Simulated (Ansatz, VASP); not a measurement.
## Two plane-wave programs on Rh

The input INCAR:

```
  PREC = Accurate
  ENCUT = 500
  EDIFF = 1E-6
  ISMEAR = 0
  SIGMA = 0.1
  LREAL = F
  LASPH = T
  NELM = 120
  ALGO = Normal
  ISIF = 2
  LWAVE = F
  LCHARG = F
  GGA = PE
  NBANDS = 14
  GGA_COMPAT = F
```

The input KPOINTS:

```
regular mesh
0
Gamma
  10 10 10
```

File POSCAR:

```
Rh
1.0
    0.0000000000      1.8978500000      1.8978500000
    1.8978500000      0.0000000000      1.8978500000
    1.8978500000      1.8978500000      0.0000000000
Rh
1
Direct
    0.0000000000      0.0000000000      0.0000000000
```

Input for Ansatz:

```yaml
crystal:
  lattice:
    - [0.0, 1.89785, 1.89785]
    - [1.89785, 0.0, 1.89785]
    - [1.89785, 1.89785, 0.0]
  atoms:
    - { symbol: Rh, position: [0.0, 0.0, 0.0] }
basis:
  ecutwfc: 420
kpoints:
  mp_grid: { grid: [10, 10, 10] }
hamiltonian:
  xc: pbe
scf:
  occupations: { method: gaussian, width: 0.1 }
output:
  forces: true
  stress: true
  eigenvalues: true
```

Alike in both runs: task single point; functional PBE; k mesh 10 × 10 × 10; occupations gaussian, width 0.1 eV; no spin polarisation.

|  | VASP | Ansatz |
| --- | --- | --- |
| version | VASP 6.6.1 | Ansatz 0.2.0 |
| potentials or method | VASP PAW PBE potentials, release 64 (Rh_pv), cutoff 500 eV | scalar-relativistic, plane waves, PAW |
| valence electrons in the cell | 15 | 17 |

```tsv
	VASP	Ansatz	Ansatz less VASP
gap on the k mesh at the Fermi level (eV)	none	none	-
pressure (GPa)	7.6	7.4	-0.23
```

A gap of «none» marks a metal or a gap that the smearing closes. The functional is the same, so the differences come from potentials, cutoffs and numerics. VASP's potentials hold 15 valence electrons a cell and Ansatz's 17, so a difference there can come from the potentials and not from the codes.
